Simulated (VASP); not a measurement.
A run of VASP 6.6.1 is set up as follows.

The input INCAR:

```
PREC = Accurate ; ENCUT = 520
EDIFF = 1E-6 ; ISMEAR = 0
SIGMA = 0.1 ; LREAL = F
LASPH = T ; NELM = 80
ALGO = Normal ; ISIF = 2
LWAVE = F ; LCHARG = F
GGA = PE ; NBANDS = 38
```

KPOINTS

```
regular mesh
0
Gamma
  10 10 6
```

The input POSCAR:

```
ZrSc3F2
1.0
    3.7003724882      0.0000000000      0.0000000000
    0.0000000000      3.7003724882      0.0000000000
    0.0000000000      0.0000000000      8.0179233913
Zr Sc F
1 3 2
Direct
    0.0000000000      0.0000000000      0.0178342558
    0.5000000000      0.5000000000      0.1698163425
    0.0000000000      0.0000000000      0.4211914784
    0.5000000000      0.5000000000      0.7690459068
    0.5000000000      0.0000000000      0.5862039133
    0.0000000000      0.5000000000      0.5862039133
```

Potentials or basis: VASP PAW PBE potentials, release 64 (Zr_sv, Sc_sv, F).

Command:

```bash
$ cat potpaw_PBE.64/Zr_sv/POTCAR potpaw_PBE.64/Sc_sv/POTCAR potpaw_PBE.64/F/POTCAR > POTCAR
$ mpirun -np 1 vasp_std > vasp.out
```

**Question.** Estimate the pressure.

**Answer.** 0.1 GPa.

**Question.** What does it give for the band gap on the k mesh?

**Answer.** Zero (an odd number of electrons rules out a gap without spin polarisation).

Forces on the atoms (eV/Å):
```
Zr   0.000  0.000 -0.005
Sc   0.000  0.000  0.007
Sc   0.000  0.000 -0.040
Sc   0.000  0.000  0.036
F    0.000  0.000  0.001
F    0.000  0.000  0.001
```

Caveat: an odd number of electrons without spin polarisation forces a metal; a magnetic or distorted state may lie lower.
